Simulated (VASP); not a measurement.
Here is a VASP 6.6.1 calculation.

Contents of INCAR:

```
PREC = Accurate ; ENCUT = 500
EDIFF = 1E-6 ; ISMEAR = 0
SIGMA = 0.1 ; LREAL = F
LASPH = T ; NELM = 120
ALGO = Normal ; ISIF = 2
LWAVE = F ; LCHARG = F
GGA = PS ; NBANDS = 11
GGA_COMPAT = F
```

File KPOINTS:

```
Automatic mesh
0
Gamma
  6 6 6
```

The input POSCAR:

```
Pd
1.0
    0.0000000000      1.9373494834      1.9373494834
    1.9373494834      0.0000000000      1.9373494834
    1.9373494834      1.9373494834      0.0000000000
Pd
1
Direct
    0.0000000000      0.0000000000      0.0000000000
```

Potentials or basis: VASP PAW PBE potentials, release 64 (Pd).

Command:

```bash
$ cat potpaw_PBE.64/Pd/POTCAR > POTCAR
$ mpirun -np 1 vasp_std > vasp.out
```

What does it give for the pressure?

-1.6 GPa.

Predict the band gap on the k mesh.

zero (band 5 reaches 10.08 eV, above the bottom of band 6 at 8.46 eV).

Caveat: the k points lie up to 0.47 Å⁻¹ apart; the PAW data sets were made with another functional, which shifts forces and pressure a little.
